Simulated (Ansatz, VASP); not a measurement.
**Sn: VASP beside Ansatz**

```
Sn
1.0
     0.00000    3.27107    3.27107
     3.27107    0.00000    3.27107
     3.27107    3.27107    0.00000
Sn
2
Direct
  0.80750 0.89750 0.89750
  0.19250 0.10250 0.10250
```

Change from the starting cell: shortest bond scaled by 0.82, PAW files.

Alike in both runs: task electric field gradients; functional PBEsol; k mesh 8 × 8 × 8; occupations fermi-dirac, width 0.05 eV; no spin polarisation.

```csv
,VASP,Ansatz
version,VASP 6.6.1,Ansatz 0.2.0
potentials or method,"VASP PAW PBE potentials, release 64 (Sn_d)","PAW with Ansatz's default frozen-core files, scalar-relativistic"
plane-wave cutoff (eV),520,420
valence electrons in the cell,28,28
```

|  | VASP | Ansatz | Ansatz less VASP |
| --- | --- | --- | --- |
| pressure (GPa) | 7.1 | 7.1 | +0.01 |
| traceless stress, the component that is largest in VASP (GPa) | -11.30 | -11.26 | +0.047 |
| rms of the force components (eV/Å) | 4.330 | 4.316 | -0.0145 |
| size of Vzz on the site where it differs most (V/Å²) | 196.4 | 163.4 | -32.97 |

VASP's potentials were made for PBE, not for PBEsol. Atom by atom the forces differ by 0.015 eV/Å (rms over components). The functional is the same, so the differences come from potentials, cutoffs and numerics.
